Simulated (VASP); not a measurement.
# KCrF3 (Pm-3m) in VASP: notebook

The runs below take KCrF3 through single point, relaxation of cell and atoms, with LDA.

Everything below comes from runs of VASP 6.6.1. Logs are shortened: lines on timing, memory, paths and dates and some standing lists are left out, and cuts for length are marked.

### Step 1. The cell of the first run

The structure is cubic, space group Pm-3m (No. 221). The conventional cell has a = 4.044 Å, b = 4.044 Å, c = 4.044 Å, α = 90.00°, β = 90.00°, γ = 90.00°. K (site symmetry m-3m) has 12 F at 2.86 Å and 8 Cr at 3.50 Å within 3.8 Å. Cr (site symmetry m-3m) has 6 F at 2.02 Å within 2.7 Å. F (site symmetry 4/mmm) has 2 Cr at 2.02 Å within 2.7 Å.

### Step 2. Single point, LDA, collinear spin, ferromagnetic start

File INCAR:

```
  ALGO = Normal
  EDIFF = 1E-6
  ENCUT = 520
  ISIF = 2
  ISMEAR = -1
  ISPIN = 2
  LASPH = T
  LCHARG = T
  LELF = T
  LMAXMIX = 4
  LORBIT = 11
  LREAL = F
  LVHAR = T
  LWAVE = F
  MAGMOM = 0 2.1 0 0 0
  NBANDS = 33
  NELM = 150
  PREC = Accurate
  SIGMA = 0.15
```

File KPOINTS:

```
k-points
0
Gamma
  6 6 6
```

File POSCAR:

```
KCrF3
1.0
    4.0439798894      0.0000000000      0.0000000000
    0.0000000000      4.0439798894      0.0000000000
    0.0000000000      0.0000000000      4.0439798894
K Cr F
1 1 3
Direct
    0.5000000000      0.5000000000      0.5000000000
    0.0000000000      0.0000000000      0.0000000000
    0.5000000000      0.0000000000      0.0000000000
    0.0000000000      0.0000000000      0.5000000000
    0.0000000000      0.5000000000      0.0000000000
```

Potentials or basis: VASP PAW LDA potentials, release 64 (K_sv, Cr_pv, F).

Command:

```
> cat potpaw_LDA.64/K_sv/POTCAR potpaw_LDA.64/Cr_pv/POTCAR potpaw_LDA.64/F/POTCAR > POTCAR
> mpirun -np 1 vasp_std > vasp.out
```

OUTCAR:

```text
EDIFF = 1E-6
   ENCUT = 520
   ISIF = 2
   ISMEAR = -1
   ISPIN = 2
   LASPH = T
   LORBIT = 11
   LREAL = F
   NELM = 150
   PREC = Accurate

 ion  position               nearest neighbor table
   1  0.500  0.500  0.500-
   2  0.000  0.000  0.000-   3 2.02   4 2.02   5 2.02   4 2.02   5 2.02   3 2.02
   3  0.500  0.000  0.000-   2 2.02   2 2.02
   4  0.000  0.000  0.500-   2 2.02   2 2.02
   5  0.000  0.500  0.000-   2 2.02   2 2.02

  LATTYP: Found a simple cubic cell.
 ALAT       =     4.0439798894

  Lattice vectors:

 A1 = (   4.0439798894,   0.0000000000,   0.0000000000)
 A2 = (   0.0000000000,   4.0439798894,   0.0000000000)
 A3 = (   0.0000000000,   0.0000000000,   4.0439798894)

Analysis of symmetry for initial positions (statically):
=====================================================================
 Subroutine PRICEL returns:
 Original cell was already a primitive cell.

 Routine SETGRP: Setting up the symmetry group for a
 simple cubic supercell.

 Subroutine GETGRP returns: Found 48 space group operations
 (whereof 48 operations were pure point group operations)
 out of a pool of 48 trial point group operations.

The static configuration has the point symmetry O_h .

Analysis of symmetry for dynamics (positions and initial velocities):
=====================================================================
 Subroutine PRICEL returns:
 Original cell was already a primitive cell.

 Routine SETGRP: Setting up the symmetry group for a
 simple cubic supercell.

 Subroutine GETGRP returns: Found 48 space group operations
 (whereof 48 operations were pure point group operations)
 out of a pool of 48 trial point group operations.

The dynamic configuration has the point symmetry O_h .

Analysis of structural, dynamic, and magnetic symmetry:
=====================================================================
 Subroutine PRICEL returns:
 Original cell was already a primitive cell.

 Routine SETGRP: Setting up the symmetry group for a
 simple cubic supercell.

 Subroutine GETGRP returns: Found 48 space group operations
 (whereof 48 operations were pure point group operations)
 out of a pool of 48 trial point group operations.

The overall configuration has the point symmetry O_h .

 Subroutine INISYM returns: Found 48 space group operations
 (whereof 48 operations are pure point group operations),
 and found     1 'primitive' translations

----------------------------------------------------------------------------------------

                                     Primitive cell

  volume of cell :      66.1343

  direct lattice vectors                    reciprocal lattice vectors
     4.043979889  0.000000000  0.000000000     0.247281151  0.000000000  0.000000000
     0.000000000  4.043979889  0.000000000     0.000000000  0.247281151  0.000000000
     0.000000000  0.000000000  4.043979889     0.000000000  0.000000000  0.247281151

  length of vectors
     4.043979889  4.043979889  4.043979889     0.247281151  0.247281151  0.247281151

  position of ions in fractional coordinates (direct lattice)
     0.500000000  0.500000000  0.500000000
     0.000000000  0.000000000  0.000000000
     0.500000000  0.000000000  0.000000000
     0.000000000  0.000000000  0.500000000
     0.000000000  0.500000000  0.000000000

  ion indices of the primitive-cell ions
   primitive index   ion index
                 1           1
                 2           2
                 3           3
                 4           4
                 5           5

----------------------------------------------------------------------------------------

 KPOINTS: k-points

Automatic generation of k-mesh.
 Grid dimensions read from file:
 generate k-points for:    6    6    6

 Generating k-lattice:

  Cartesian coordinates                     Fractional coordinates (reciprocal lattice)
     0.041213525  0.000000000  0.000000000     0.166666667  0.000000000  0.000000000
     0.000000000  0.041213525  0.000000000     0.000000000  0.166666667  0.000000000
     0.000000000  0.000000000  0.041213525     0.000000000  0.000000000  0.166666667

  Length of vectors
     0.041213525  0.041213525  0.041213525

  Shift w.r.t. Gamma in fractional coordinates (k-lattice)
     0.000000000  0.000000000  0.000000000

 Subroutine IBZKPT returns following result:
 ===========================================

 Found     20 irreducible k-points:

 Following reciprocal coordinates:
            Coordinates               Weight
  0.000000  0.000000  0.000000      1.000000
  0.166667  0.000000  0.000000      6.000000
  0.333333  0.000000  0.000000      6.000000
  0.500000  0.000000  0.000000      3.000000
  0.166667  0.166667  0.000000     12.000000
  0.333333  0.166667  0.000000     24.000000
[... 12 lines left out ...]
  0.500000  0.500000  0.333333      6.000000
  0.500000  0.500000  0.500000      1.000000
   k-points           NKPTS =     20   k-points in BZ     NKDIM =     20   number of bands    NBANDS=     33
   number of dos      NEDOS =    301   number of ions     NIONS =      5
   total plane-waves  NPLWV =  27000
   dimension x,y,z NGX =    30 NGY =   30 NGZ =   30
   dimension x,y,z NGXF=    60 NGYF=   60 NGZF=   60
   ions per type =               1   1   3
   NGX,Y,Z   is equivalent  to a cutoff of  12.33, 12.33, 12.33 a.u.
   NGXF,Y,Z  is equivalent  to a cutoff of  24.67, 24.67, 24.67 a.u.
 SYSTEM =  unknown system
   PREC   = accura    normal or accurate (medium, high low for compatibility)
   ISTART =      0    job   : 0-new  1-cont  2-samecut
   ICHARG =      2    charge: 1-file 2-atom 10-const
   ISPIN  =      2    spin polarized calculation?
   LNONCOLLINEAR =      F non collinear calculations
   LSORBIT =      F    spin-orbit coupling
   LASPH  =      T    aspherical Exc in radial PAW
   ENCUT  =  520.0 eV  38.22 Ry    6.18 a.u.   7.52  7.52  7.52*2*pi/ulx,y,z
   NELM   =    150;   NELMIN=  2; NELMDL= -5     # of ELM steps
   EDIFF  = 0.1E-05   stopping-criterion for ELM
   LREAL  =      F    real-space projection
   EDIFFG = 0.1E-04   stopping-criterion for IOM
   NSW    =      0    number of steps for IOM
   IBRION =     -1    ionic relax: 0-MD 1-quasi-New 2-CG
   NFREE  =      0    steps in history (QN), initial steepest desc. (CG)
   ISIF   =      2    stress and relaxation
   ISYM   =      2    0-nonsym 1-usesym 2-fastsym
   POTIM  = 0.5000    time-step for ionic-motion
   TEBEG  =    0.0;   TEEND  =   0.0 temperature during run
   PSTRESS=    0.0 pullay stress
   NELECT =      42.0000    total number of electrons
   NUPDOWN=      -1.0000    fix difference up-down
   EMIN   =  10.00;   EMAX   =-10.00  energy-range for DOS
   EFERMI =   0.00;   METHOD = LEGACY
   ISMEAR =    -1;   SIGMA  =   0.15  broadening in eV -4-tet -1-fermi 0-gaus
   EFERMI_NEDOS =   21; number of points for ismear=-14 and -15
   IALGO  =     38    algorithm
   IMIX   =      4    mixing-type and parameters
     AMIX     =   0.40;   BMIX     =  1.00
     AMIX_MAG =   1.60;   BMIX_MAG =  1.00
  volume/ion in A,a.u.               =      13.23        89.26
  Fermi-wavevector in a.u.,A,eV,Ry     =   1.407178  2.659180 26.941563  1.980149
  Thomas-Fermi vector in A             =   2.529463
   LORBIT       =     11    0 simple, 1 ext, 2 COOP (PROOUT), +10 PAW based schemes
   GGA     = CA    functional components
   LHFCALC =     F    Hartree Fock is set to
   AEXX    =    0.0000 exact exchange contribution
   IVDW    =     0    specifies the selected vdW correction
   LEPSILON=     F    determine dielectric tensor
   LRPA    =     F    only Hartree local field effects (RPA)
 spin polarized calculation
  energy-cutoff  :      520.00
  volume of cell :       66.13
 maximum number of plane-waves:      1800
   NGX = 15   NGY = 15   NGZ = 15

 number of electron      41.9999948 magnetization       3.9966835

 Free energy of the ion-electron system (eV)
  ---------------------------------------------------
  ext. energy  EPLUGINS =         0.00000000
  ---------------------------------------------------
  free energy    TOTEN  =       -30.87322827 eV

  energy without entropy =      -30.80394985  energy(sigma->0) =      -30.83858906

 E-fermi :   4.9646     XC(G=0): -10.7035

 val. band max:        4.9032290907   @ k =   0.5000   0.5000   0.1667
 cond. band min:       5.0205497056   @ k =   0.5000   0.0000   0.0000
 fundamental gap:      0.1173206150
 Fermi energy:         4.9645569754

 spin component 1

 k-point     1 :       0.0000    0.0000    0.0000
  band No.  band energies     occupation
      1     -39.5612      1.00000
      2     -39.5612      1.00000
      3     -39.5612      1.00000
      4     -26.5903      1.00000
      5     -21.1852      1.00000
      6     -20.6738      1.00000
[... 709 lines left out ...]
     32      13.2685      0.00000
     33      13.2714      0.00000
 Fermi energy:         4.9645569754

 spin component 2

 k-point     1 :       0.0000    0.0000    0.0000
  band No.  band energies     occupation
      1     -36.1371      1.00000
      2     -36.1371      1.00000
      3     -36.1371      1.00000
      4     -26.5863      1.00000
      5     -21.0633      1.00000
      6     -20.5636      1.00000
[... 709 lines left out ...]
     32      13.4675      0.00000
     33      13.4679      0.00000

------------------------ aborting loop because EDIFF is reached ----------------------------------------

  FORCE on cell =-STRESS in cart. coord.  units (eV):
  Direction    XX          YY          ZZ          XY          YZ          ZX
  --------------------------------------------------------------------------------------
  -------------------------------------------------------------------------------------
  Total        0.0868518      0.0868518      0.0868518     -0.0000000     -0.0000000      0.0000000
  in kB        2.1040804      2.1040804      2.1040804     -0.0000000     -0.0000000      0.0000000
  external PRESSURE =       2.1040804 kB  Pullay stress =       0.0000000 kB

 VOLUME and BASIS-vectors are now :
 -----------------------------------------------------------------------------
  energy-cutoff  :      520.00
  volume of cell :       66.13
      direct lattice vectors                 reciprocal lattice vectors
     4.043979889  0.000000000  0.000000000     0.247281151  0.000000000  0.000000000
     0.000000000  4.043979889  0.000000000     0.000000000  0.247281151  0.000000000
     0.000000000  0.000000000  4.043979889     0.000000000  0.000000000  0.247281151

 POSITION                                       TOTAL-FORCE (eV/Angst)
 -----------------------------------------------------------------------------------
      2.02199      2.02199      2.02199         0.000000      0.000000      0.000000
      0.00000      0.00000      0.00000         0.000000      0.000000      0.000000
      2.02199      0.00000      0.00000         0.000000      0.000000      0.000000
      0.00000      0.00000      2.02199         0.000000      0.000000      0.000000
      0.00000      2.02199      0.00000         0.000000      0.000000      0.000000
 -----------------------------------------------------------------------------------
    total drift:                                0.000000     -0.000000      0.000000

  FREE ENERGIE OF THE ION-ELECTRON SYSTEM (eV)
  ---------------------------------------------------
  free  energy   TOTEN  =       -30.8732282721 eV

  energy  without entropy=      -30.8039498512  energy(sigma->0) =      -30.83858906

 total charge

# of ion       s       p       d       tot
------------------------------------------
    1        1.952   5.564   0.027   7.543
    2        0.193   6.209   4.232  10.635
    3        1.727   4.351   0.000   6.077
    4        1.727   4.351   0.000   6.077
    5        1.727   4.351   0.000   6.077
--------------------------------------------------
tot          7.325  24.825   4.259  36.409

 magnetization (x)

# of ion       s       p       d       tot
------------------------------------------
    1       -0.000   0.000   0.003   0.003
    2        0.021   0.018   3.608   3.647
    3        0.006   0.028   0.000   0.034
    4        0.006   0.028   0.000   0.034
    5        0.006   0.028   0.000   0.034
--------------------------------------------------
tot          0.039   0.102   3.610   3.751
```

It took 1.9 min on 1 thread of Intel Xeon Platinum 8375C at 2.90GHz (Ice Lake), shared host; peak memory 0.2 GiB.

Results:

```yaml
Free_energy: -30.8732 eV
Pressure: 0.2 GPa
Band_gap_on_the_k_mesh: zero (filled and empty bands overlap)
Net_moment: 4.00 μB per cell
Site_moments: K +0.00; Cr +3.65; F +0.03 μB
Valence_electrons_inside_the_program's_atomic_spheres: K 7.54; Cr 10.63; F 6.08
```

Caveat: a cell with one magnetic atom can't hold antiferromagnetic order, which such compounds often take; semilocal functionals often make such compounds metallic where correlation or magnetic order opens a gap, which also shifts bond lengths. With open d or f shells a metallic result of LDA can be an artefact of self-interaction; +U or a hybrid may open a gap.

### Step 3. Relaxation of cell and atoms, LDA, collinear spin, ferromagnetic start

This run uses another cell than the first one, of 15.03 Å³/atom.

File INCAR:

```
PREC = Accurate ; ENCUT = 600
EDIFF = 1E-6 ; ISMEAR = -1
SIGMA = 0.15 ; LREAL = False
LASPH = True ; NELM = 150
ALGO = Normal ; ISIF = 3
LWAVE = False ; LCHARG = False
ISPIN = 2 ; MAGMOM = 0 2.1 0 0 0
LORBIT = 11 ; LMAXMIX = 4
IBRION = 2 ; NSW = 80
EDIFFG = -0.05
```

File KPOINTS:

```
Automatic mesh
0
Gamma
  6 6 6
```

Changes to POSCAR since step 2:

```diff
@@ -2,5 +2,5 @@
 1.0
-    4.0439798894      0.0000000000      0.0000000000
-    0.0000000000      4.0439798894      0.0000000000
-    0.0000000000      0.0000000000      4.0439798894
+    4.2196360000      0.0000000000      0.0000000000
+    0.0000000000      4.2196360000      0.0000000000
+    0.0000000000      0.0000000000      4.2196360000
 K Cr F
```

Potentials or basis: VASP PAW LDA potentials, release 64 (K_sv, Cr_pv, F).

Command:

```
> cat potpaw_LDA.64/K_sv/POTCAR potpaw_LDA.64/Cr_pv/POTCAR potpaw_LDA.64/F/POTCAR > POTCAR
> mpirun -np 1 vasp_std > vasp.out
```

Wall time 3.8 min (1 thread of Intel Xeon Platinum 8375C at 2.90GHz (Ice Lake), shared host); peak memory 0.24 GiB.

The run converged. Its results:

| Quantity | Value |
| --- | --- |
| Free energy | -30.9041 eV |
| Relaxed volume | 13.23 Å³/atom |
| Relaxed cell | a = 4.044 Å, b = 4.044 Å, c = 4.044 Å, α = 90.00°, β = 90.00°, γ = 90.00° |
| Space group after relaxing (to 0.1 Å) | Pm-3m (No. 221) |
| Energy gained by relaxing | 54.7 meV/atom |
| Ionic steps | 3 |
| Pressure after relaxing | 0.0 GPa |
| Band gap on the k mesh | zero (filled and empty bands overlap) |
| Net moment | 4.00 μB per cell |
| Site moments | K +0.00; Cr +3.65; F +0.03 μB |
| Valence electrons inside the program's atomic spheres | K 7.54; Cr 10.63; F 6.08 |

The path:
```csv
step,energy change (eV),largest force (eV/Å),pressure (GPa),volume (Å³)
1,0.0000,0.0000,-8.61,75.13
2,-0.2724,0.0000,-0.75,66.69
3,-0.2737,0.0000,-0.02,66.15
```

Final structure:
```
CELL_PARAMETERS angstrom
4.04435 0.00000 0.00000
0.00000 4.04435 0.00000
0.00000 0.00000 4.04435
ATOMIC_POSITIONS crystal
K 0.50000 0.50000 0.50000
Cr 0.00000 0.00000 0.00000
F 0.50000 0.00000 0.00000
F 0.00000 0.00000 0.50000
F 0.00000 0.50000 0.00000
```

Levels at points of the mesh, in eV from the Fermi level:
Spin up:
```tsv
k point	band 19	band 20	band 21	band 22	band 23	band 24	band 25	band 26
(0.00, 0.00, 0.00)	-6.90	-2.21	-2.21	-2.21	-0.98	-0.98	0.43	3.44
(0.50, 0.00, 0.00)	-7.08	-2.16	-1.47	-1.47	-0.96	0.06	3.16	3.48
(0.50, 0.50, 0.00)	-6.56	-1.46	-1.46	-1.02	-0.54	1.30	3.47	4.34
(0.50, 0.50, 0.50)	-6.54	-1.00	-1.00	-1.00	1.30	1.30	3.47	3.79
```
Spin down:
| k point | band 16 | band 17 | band 18 | band 19 | band 20 | band 21 | band 22 | band 23 |
| --- | --- | --- | --- | --- | --- | --- | --- | --- |
| (0.00, 0.00, 0.00) | -7.03 | -6.79 | -6.79 | -6.79 | 0.68 | 0.68 | 0.68 | 0.75 |
| (0.50, 0.00, 0.00) | -7.40 | -7.27 | -6.97 | -6.97 | 0.82 | 1.48 | 1.48 | 1.83 |
| (0.50, 0.50, 0.00) | -7.57 | -7.28 | -7.28 | -6.45 | 1.45 | 1.45 | 1.97 | 2.08 |
| (0.50, 0.50, 0.50) | -8.25 | -6.43 | -6.43 | -6.43 | 2.02 | 2.02 | 2.02 | 3.83 |

Caveat: a cell with one magnetic atom can't hold antiferromagnetic order, which such compounds often take; semilocal functionals often make such compounds metallic where correlation or magnetic order opens a gap, which also shifts bond lengths.

The gap in the log of VASP goes by the Fermi energy; the results here count the filled bands.